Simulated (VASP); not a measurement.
Runs of VASP 6.6.1 on Ga3As2P. The structure is that of space group P3m1 (No. 156), or close to it. The cells are those of the table. 

| task | cell | k mesh | cutoff (eV) | smearing | gap on the mesh (eV) | pressure (GPa) | largest force (eV/Å) |
| --- | --- | --- | --- | --- | --- | --- | --- |
| relaxation of cell and atoms | relaxed from a = 3.875, b = 3.875, c = 9.492 Å, angles 90.0, 90.0, 120.0°, 6 atoms | 6 × 6 × 2 | 600 | gaussian 0.1 eV | (a) | -0.1 | 0.04 |
| single point | a = 3.875, b = 3.875, c = 9.492 Å, angles 90.0, 90.0, 120.0°, 6 atoms | 6 × 6 × 2 | 520 | gaussian 0.1 eV | 1.37 | (c) | 0.76 |
| single point | a = 4.006, b = 4.006, c = 9.799 Å, angles 90.0, 90.0, 120.0°, 6 atoms | 6 × 6 × 2 | 520 | gaussian 0.1 eV | (b) | 0.1 | 0.02 |
| single point | a = 4.005, b = 4.005, c = 9.815 Å, angles 90.0, 90.0, 120.0°, 6 atoms | 12 × 12 × 4 | 520 | gaussian 0.02 eV | 0.52 | 0.1 | 0.01 |

Alike in all rows: level PBE; potentials or basis VASP PAW PBE potentials, release 64 (Ga_d, P, As); no spin polarisation.

Task: Fill in the values left out.

Result: (a) 0.50; (b) 0.53; (c) 8.5.

A k mesh can miss the band edges, and the runs leave out spin-orbit coupling on As, Ga.
